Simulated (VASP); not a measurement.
# BaTe (R-3m) in VASP: further runs

The runs below take BaTe through relaxation of the atoms, with LDA.

All numbers are computed with VASP 6.6.1; they aren't measurements. Logs are shortened: lines on timing, memory, paths and dates and some standing lists are left out, and cuts for length are marked.

## Step 1: The cell of the first run

The structure is trigonal, space group R-3m (No. 166). Conventional cell: a = 4.867 Å, b = 4.867 Å, c = 11.833 Å, α = 90.00°, β = 90.00°, γ = 120.00°. Within 4.5 Å of Ba (site symmetry -3m) lie 6 Te at 3.43 Å. Within 4.5 Å of Te (site symmetry -3m) lie 6 Ba at 3.43 Å.

## Step 2: Relaxation of the atoms, LDA (equal xy, yz and zx engineering shears of -0.5 %)

File INCAR:

```
ALGO     = Normal         # electronic algorithm
EDIFF    = 1E-6           # SCF threshold, eV
EDIFFG   = -0.002         # ionic threshold
ENCUT    = 520            # plane-wave cutoff, eV
IBRION   = 2              # ionic algorithm
ISIF     = 2              # what is computed and relaxed
ISMEAR   = 0              # smearing method
LASPH    = T              # aspherical terms in the spheres
LCHARG   = F              # write CHGCAR
LREAL    = F              # projectors in reciprocal space
LWAVE    = F              # write WAVECAR
NELM     = 60             # most SCF steps
NSW      = 50             # ionic steps
PREC     = Accurate       # precision mode
SIGMA    = 0.01           # smearing width, eV
```

File KPOINTS:

```
k-points
0
Gamma
  6 6 6
```

File POSCAR:

```
BaTe
1.0
   -0.0171657243      3.4245620013      3.4245620013
    3.4245620013     -0.0171657243      3.4245620013
    3.4245620013      3.4245620013     -0.0171657243
Ba Te
1 1
Direct
    0.0000000000      0.0000000000      0.0000000000
    0.5000000000      0.5000000000      0.5000000000
```

Potentials or basis: VASP PAW LDA potentials, release 64 (Ba_sv, Te).

On the command line:

```
cat potpaw_LDA.64/Ba_sv/POTCAR potpaw_LDA.64/Te/POTCAR > POTCAR
mpirun -np 1 vasp_std > vasp.out
```

OUTCAR:

```text
EDIFF = 1E-6
   EDIFFG = -0.002
   ENCUT = 520
   IBRION = 2
   ISIF = 2
   ISMEAR = 0
   LASPH = T
   LREAL = F
   NELM = 60
   NSW = 50
   PREC = Accurate

 ion  position               nearest neighbor table
   1  0.000  0.000  0.000-   2 3.43   2 3.43   2 3.43   2 3.43   2 3.43   2 3.43
   2  0.500  0.500  0.500-   1 3.43   1 3.43   1 3.43   1 3.43   1 3.43   1 3.43

  LATTYP: Found a trigonal (rhomboedric) cell.
 ALAT       =     4.8430924484
 COS(alpha) =     0.4949812504

  Lattice vectors:

 A1 = (  -0.0171657243,   3.4245620013,   3.4245620013)
 A2 = (   3.4245620013,  -0.0171657243,   3.4245620013)
 A3 = (   3.4245620013,   3.4245620013,  -0.0171657243)

Analysis of symmetry for initial positions (statically):
=====================================================================
 Subroutine PRICEL returns:
 Original cell was already a primitive cell.

 Routine SETGRP: Setting up the symmetry group for a
 trigonal (rhombohedral) supercell.

 Subroutine GETGRP returns: Found 12 space group operations
 (whereof 12 operations were pure point group operations)
 out of a pool of 12 trial point group operations.

The static configuration has the point symmetry D_3d.

Analysis of symmetry for dynamics (positions and initial velocities):
=====================================================================
 Subroutine PRICEL returns:
 Original cell was already a primitive cell.

 Routine SETGRP: Setting up the symmetry group for a
 trigonal (rhombohedral) supercell.

 Subroutine GETGRP returns: Found 12 space group operations
 (whereof 12 operations were pure point group operations)
 out of a pool of 12 trial point group operations.

The dynamic configuration has the point symmetry D_3d.

 Subroutine INISYM returns: Found 12 space group operations
 (whereof 12 operations are pure point group operations),
 and found     1 'primitive' translations

----------------------------------------------------------------------------------------

                                     Primitive cell

  volume of cell :      80.9279

  direct lattice vectors                    reciprocal lattice vectors
    -0.017165724  3.424562001  3.424562001    -0.144910858  0.145640888  0.145640888
     3.424562001 -0.017165724  3.424562001     0.145640888 -0.144910858  0.145640888
     3.424562001  3.424562001 -0.017165724     0.145640888  0.145640888 -0.144910858

  length of vectors
     4.843092448  4.843092448  4.843092448     0.251836640  0.251836640  0.251836640

  position of ions in fractional coordinates (direct lattice)
     0.000000000  0.000000000  0.000000000
     0.500000000  0.500000000  0.500000000

  ion indices of the primitive-cell ions
   primitive index   ion index
                 1           1
                 2           2

----------------------------------------------------------------------------------------

 KPOINTS: k-points

Automatic generation of k-mesh.
 Grid dimensions read from file:
 generate k-points for:    6    6    6

 Generating k-lattice:

  Cartesian coordinates                     Fractional coordinates (reciprocal lattice)
    -0.024151810  0.024273481  0.024273481     0.166666667 -0.000000000 -0.000000000
     0.024273481 -0.024151810  0.024273481    -0.000000000  0.166666667 -0.000000000
     0.024273481  0.024273481 -0.024151810    -0.000000000 -0.000000000  0.166666667

  Length of vectors
     0.041972773  0.041972773  0.041972773

  Shift w.r.t. Gamma in fractional coordinates (k-lattice)
     0.000000000  0.000000000  0.000000000

 Subroutine IBZKPT returns following result:
 ===========================================

 Found     32 irreducible k-points:

 Following reciprocal coordinates:
            Coordinates               Weight
  0.000000  0.000000  0.000000      1.000000
  0.166667  0.000000  0.000000      6.000000
  0.333333  0.000000  0.000000      6.000000
  0.500000 -0.000000 -0.000000      3.000000
  0.166667  0.166667 -0.000000      6.000000
  0.333333  0.166667 -0.000000     12.000000
[... 16 lines left out ...]
  0.500000  0.500000  0.166667      6.000000
 -0.333333  0.500000  0.166667     12.000000
 [... further k-points ...]
   k-points           NKPTS =     32   k-points in BZ     NKDIM =     32   number of bands    NBANDS=     12
   number of dos      NEDOS =    301   number of ions     NIONS =      2
   total plane-waves  NPLWV =  46656
   dimension x,y,z NGX =    36 NGY =   36 NGZ =   36
   dimension x,y,z NGXF=    72 NGYF=   72 NGZF=   72
   ions per type =               1   1
   NGX,Y,Z   is equivalent  to a cutoff of  12.36, 12.36, 12.36 a.u.
   NGXF,Y,Z  is equivalent  to a cutoff of  24.72, 24.72, 24.72 a.u.
 SYSTEM =  unknown system
   PREC   = accura    normal or accurate (medium, high low for compatibility)
   ISTART =      0    job   : 0-new  1-cont  2-samecut
   ICHARG =      2    charge: 1-file 2-atom 10-const
   ISPIN  =      1    spin polarized calculation?
   LNONCOLLINEAR =      F non collinear calculations
   LSORBIT =      F    spin-orbit coupling
   LASPH  =      T    aspherical Exc in radial PAW
   ENCUT  =  520.0 eV  38.22 Ry    6.18 a.u.   9.00  9.00  9.00*2*pi/ulx,y,z
   NELM   =     60;   NELMIN=  2; NELMDL= -5     # of ELM steps
   EDIFF  = 0.1E-05   stopping-criterion for ELM
   LREAL  =      F    real-space projection
   EDIFFG = -.2E-02   stopping-criterion for IOM
   NSW    =     50    number of steps for IOM
   IBRION =      2    ionic relax: 0-MD 1-quasi-New 2-CG
   NFREE  =      1    steps in history (QN), initial steepest desc. (CG)
   ISIF   =      2    stress and relaxation
   ISYM   =      2    0-nonsym 1-usesym 2-fastsym
   POTIM  = 0.5000    time-step for ionic-motion
   TEBEG  =    0.0;   TEEND  =   0.0 temperature during run
   PSTRESS=    0.0 pullay stress
   NELECT =      16.0000    total number of electrons
   NUPDOWN=      -1.0000    fix difference up-down
   EMIN   =  10.00;   EMAX   =-10.00  energy-range for DOS
   EFERMI =   0.00;   METHOD = LEGACY
   ISMEAR =     0;   SIGMA  =   0.01  broadening in eV -4-tet -1-fermi 0-gaus
   EFERMI_NEDOS =   21; number of points for ismear=-14 and -15
   IALGO  =     38    algorithm
   IMIX   =      4    mixing-type and parameters
     AMIX     =   0.40;   BMIX     =  1.00
     AMIX_MAG =   1.60;   BMIX_MAG =  1.00
  volume/ion in A,a.u.               =      40.46       273.06
  Fermi-wavevector in a.u.,A,eV,Ry     =   0.953708  1.802247 12.375300  0.909559
  Thomas-Fermi vector in A             =   2.082388
   LORBIT       =      0    0 simple, 1 ext, 2 COOP (PROOUT), +10 PAW based schemes
   GGA     = CA    functional components
   LHFCALC =     F    Hartree Fock is set to
   AEXX    =    0.0000 exact exchange contribution
   IVDW    =     0    specifies the selected vdW correction
   LEPSILON=     F    determine dielectric tensor
   LRPA    =     F    only Hartree local field effects (RPA)
 conjugate gradient relaxation of ions
 non-spin polarized calculation
 Gauss-broadening in eV      SIGMA  =   0.01
  energy-cutoff  :      520.00
  volume of cell :       80.93
 maximum number of plane-waves:      2200
   NGX = 17   NGY = 17   NGZ = 17

 number of electron      16.0000000 magnetization

 Free energy of the ion-electron system (eV)
  ---------------------------------------------------
  ext. energy  EPLUGINS =         0.00000000
  ---------------------------------------------------
  free energy    TOTEN  =        -9.60952226 eV

  energy without entropy =       -9.60952226  energy(sigma->0) =       -9.60952226

 E-fermi :   2.6133     XC(G=0):  -8.7695

 val. band max:        2.4844377682   @ k =   0.0000   0.0000   0.0000
 cond. band min:       3.7250035369   @ k =   0.5000   0.5000  -0.0000
 fundamental gap:      1.2405657688
 Fermi energy:         2.6133061278

 k-point     1 :       0.0000    0.0000    0.0000
  band No.  band energies     occupation
      1     -24.3424      2.00000
      2      -9.5283      2.00000
      3      -9.5283      2.00000
      4      -9.5264      2.00000
      5      -7.2720      2.00000
      6       2.4602      2.00000
      7       2.4602      2.00000
      8       2.4844      2.00000
      9       5.2169      0.00000
     10       5.2169      0.00000
     11       5.2657      0.00000
     12       5.3985      0.00000

 k-point     2 :       0.1667    0.0000    0.0000
  band No.  band energies     occupation
      1     -24.3377      2.00000
      2      -9.7031      2.00000
      3      -9.5313      2.00000
      4      -9.5303      2.00000
      5      -7.0155      2.00000
      6       1.5729      2.00000
      7       2.0231      2.00000
      8       2.0479      2.00000
      9       5.3033      0.00000
     10       5.5795      0.00000
     11       5.6263      0.00000
     12       6.5341      0.00000

 k-point     3 :       0.3333    0.0000    0.0000
  band No.  band energies     occupation
      1     -24.3283      2.00000
      2      -9.9837      2.00000
      3      -9.5377      2.00000
      4      -9.5373      2.00000
      5      -6.5555      2.00000
      6       0.4537      2.00000
      7       1.4214      2.00000
      8       1.4503      2.00000
      9       5.7713      0.00000
     10       6.4981      0.00000
     11       6.5483      0.00000
     12       7.9334      0.00000
[... 286 lines left out ...]
 k-point    23 :       0.5000    0.5000    0.1667
  band No.  band energies     occupation
      1     -24.3187      2.00000
      2      -9.8376      2.00000
      3      -9.6711      2.00000
      4      -9.6156      2.00000
      5      -6.8615      2.00000
      6       1.0805      2.00000
      7       1.5888      2.00000
      8       1.8136      2.00000
      9       4.3707      0.00000
     10       7.4719      0.00000
     11       7.7166      0.00000
     12       7.9118      0.00000

 k-point    24 :      -0.3333    0.5000    0.1667
  band No.  band energies     occupation
      1     -24.3172      2.00000
      2      -9.7629      2.00000
      3      -9.7173      2.00000
      4      -9.6795      2.00000
      5      -6.8404      2.00000
      6       1.2729      2.00000
      7       1.3668      2.00000
      8       1.6675      2.00000
      9       4.8625      0.00000
     10       6.9817      0.00000
     11       7.2337      0.00000
     12       7.9082      0.00000

 [... further k-points ...]
[... 5 lines left out ...]
  --------------------------------------------------------------------------------------
  -------------------------------------------------------------------------------------
  Total        0.2358032      0.2358032      0.2358032      0.0279332      0.0279332      0.0279332
  in kB        4.6683361      4.6683361      4.6683361      0.5530102      0.5530102      0.5530102
  external PRESSURE =       4.6683361 kB  Pullay stress =       0.0000000 kB

 VOLUME and BASIS-vectors are now :
 -----------------------------------------------------------------------------
  energy-cutoff  :      520.00
  volume of cell :       80.93
      direct lattice vectors                 reciprocal lattice vectors
    -0.017165724  3.424562001  3.424562001    -0.144910858  0.145640888  0.145640888
     3.424562001 -0.017165724  3.424562001     0.145640888 -0.144910858  0.145640888
     3.424562001  3.424562001 -0.017165724     0.145640888  0.145640888 -0.144910858

 POSITION                                       TOTAL-FORCE (eV/Angst)
 -----------------------------------------------------------------------------------
      0.00000      0.00000      0.00000         0.000000      0.000000      0.000000
      3.41598      3.41598      3.41598        -0.000000     -0.000000     -0.000000
 -----------------------------------------------------------------------------------
    total drift:                                0.000000      0.000000      0.000000

  FREE ENERGIE OF THE ION-ELECTRON SYSTEM (eV)
  ---------------------------------------------------
  free  energy   TOTEN  =        -9.6095222573 eV

  energy  without entropy=       -9.6095222573  energy(sigma->0) =       -9.60952226

 reached required accuracy - stopping structural energy minimisation
```

Wall time 19 s (1 thread of Intel Xeon 6975P-C, shared host); peak memory 0.19 GiB.

What came out:

```yaml
Free_energy: -9.6095 eV
Pressure_after_relaxing: 0.5 GPa
Band_gap_on_the_k_mesh: 1.24 eV, indirect (least direct gap 1.63 eV)
```

Final structure:
```yaml
crystal:
  lattice:
    - [-0.01717, 3.42456, 3.42456]
    - [3.42456, -0.01717, 3.42456]
    - [3.42456, 3.42456, -0.01717]
  atoms:
    - { symbol: Ba, position: [0.00000, 0.00000, 0.00000] }
    - { symbol: Te, position: [0.50000, 0.50000, 0.50000] }
```

Caveat: the cell differs from its parent crystal (equal xy, yz and zx engineering shears of -0.5 %); the relaxation stopped at its first step, so nothing moved; spin-orbit coupling is left out, which moves the levels of the heavy elements. A k mesh can miss the band edges.

## Step 3: Relaxation of the atoms, LDA (equal xy, yz and zx engineering shears of +0.5 %)

File INCAR:

```
  PREC = Accurate
  ENCUT = 520
  EDIFF = 1E-6
  ISMEAR = 0
  SIGMA = 0.01
  LREAL = F
  LASPH = T
  NELM = 100
  ALGO = Normal
  ISIF = 2
  LWAVE = F
  LCHARG = F
  IBRION = 2
  NSW = 50
  EDIFFG = -0.002
```

File KPOINTS:

```
Automatic mesh
0
Gamma
  6 6 6
```

File POSCAR:

```
BaTe
1.0
    0.0171657243      3.4417277256      3.4417277256
    3.4417277256      0.0171657243      3.4417277256
    3.4417277256      3.4417277256      0.0171657243
Ba Te
1 1
Direct
    0.0000000000      0.0000000000      0.0000000000
    0.5000000000      0.5000000000      0.5000000000
```

Potentials or basis: VASP PAW LDA potentials, release 64 (Ba_sv, Te).

On the command line:

```
cat potpaw_LDA.64/Ba_sv/POTCAR potpaw_LDA.64/Te/POTCAR > POTCAR
mpirun -np 1 vasp_std > vasp.out
```

OUTCAR:

```text
PREC = Accurate
   ENCUT = 520
   EDIFF = 1E-6
   ISMEAR = 0
   LREAL = F
   LASPH = T
   NELM = 100
   ISIF = 2
   IBRION = 2
   NSW = 50
   EDIFFG = -0.002

 ion  position               nearest neighbor table
   1  0.000  0.000  0.000-   2 3.43   2 3.43   2 3.43   2 3.43   2 3.43   2 3.43
   2  0.500  0.500  0.500-   1 3.43   1 3.43   1 3.43   1 3.43   1 3.43   1 3.43

  LATTYP: Found a trigonal (rhomboedric) cell.
 ALAT       =     4.8673682968
 COS(alpha) =     0.5049812503

  Lattice vectors:

 A1 = (   0.0171657243,   3.4417277256,   3.4417277256)
 A2 = (   3.4417277256,   0.0171657243,   3.4417277256)
 A3 = (   3.4417277256,   3.4417277256,   0.0171657243)

Analysis of symmetry for initial positions (statically):
=====================================================================
 Subroutine PRICEL returns:
 Original cell was already a primitive cell.

 Routine SETGRP: Setting up the symmetry group for a
 trigonal (rhombohedral) supercell.

 Subroutine GETGRP returns: Found 12 space group operations
 (whereof 12 operations were pure point group operations)
 out of a pool of 12 trial point group operations.

The static configuration has the point symmetry D_3d.

[... 169 lines left out ...]
  band No.  band energies     occupation
      1     -24.3424      2.00000
      2      -9.5289      2.00000
      3      -9.5270      2.00000
      4      -9.5270      2.00000
      5      -7.2720      2.00000
      6       2.4519      2.00000
      7       2.4765      2.00000
      8       2.4765      2.00000
      9       5.1951      0.00000
     10       5.2533      0.00000
     11       5.2533      0.00000
     12       5.3962      0.00000
[... 331 lines left out ...]
 k-point    24 :      -0.3333    0.5000    0.1667
  band No.  band energies     occupation
      1     -24.3173      2.00000
      2      -9.7629      2.00000
      3      -9.7173      2.00000
      4      -9.6795      2.00000
      5      -6.8404      2.00000
      6       1.2729      2.00000
      7       1.3668      2.00000
      8       1.6676      2.00000
      9       4.8625      0.00000
     10       6.9817      0.00000
     11       7.2337      0.00000
     12       7.9081      0.00000

 [... further k-points ...]
[... 5 lines left out ...]
  --------------------------------------------------------------------------------------
  -------------------------------------------------------------------------------------
  Total        0.2357206      0.2357206      0.2357206     -0.0286362     -0.0286362     -0.0286362
  in kB        4.6666989      4.6666989      4.6666989     -0.5669273     -0.5669273     -0.5669273
  external PRESSURE =       4.6666989 kB  Pullay stress =       0.0000000 kB

 VOLUME and BASIS-vectors are now :
 -----------------------------------------------------------------------------
  energy-cutoff  :      520.00
  volume of cell :       80.93
      direct lattice vectors                 reciprocal lattice vectors
     0.017165724  3.441727726  3.441727726    -0.146367267  0.145640879  0.145640879
     3.441727726  0.017165724  3.441727726     0.145640879 -0.146367267  0.145640879
     3.441727726  3.441727726  0.017165724     0.145640879  0.145640879 -0.146367267

 POSITION                                       TOTAL-FORCE (eV/Angst)
 -----------------------------------------------------------------------------------
      0.00000      0.00000      0.00000         0.000000     -0.000000     -0.000000
      3.45031      3.45031      3.45031        -0.000000      0.000000      0.000000
 -----------------------------------------------------------------------------------
    total drift:                                0.000000      0.000000      0.000000

  FREE ENERGIE OF THE ION-ELECTRON SYSTEM (eV)
  ---------------------------------------------------
  free  energy   TOTEN  =        -9.6095194795 eV

  energy  without entropy=       -9.6095194795  energy(sigma->0) =       -9.60951948

 reached required accuracy - stopping structural energy minimisation
```

Run time: 21 s. Hardware: 1 thread of Intel Xeon 6975P-C, shared host; peak memory 0.19 GiB.

Results:

* Free energy: -9.6095 eV
* Pressure after relaxing: 0.5 GPa
* Band gap on the k mesh: 1.25 eV, indirect (least direct gap 1.63 eV)

Stress tensor (GPa, compression positive):
```
 0.47 -0.06 -0.06
-0.06  0.47 -0.06
-0.06 -0.06  0.47
```

Final structure:
```
Ba Te
1.0
     0.01717    3.44173    3.44173
     3.44173    0.01717    3.44173
     3.44173    3.44173    0.01717
Ba Te
1 1
Direct
  0.00000 0.00000 0.00000
  0.50000 0.50000 0.50000
```

Caveat: the cell differs from its parent crystal (equal xy, yz and zx engineering shears of +0.5 %); the relaxation stopped at its first step, so nothing moved; spin-orbit coupling is left out, which moves the levels of the heavy elements.
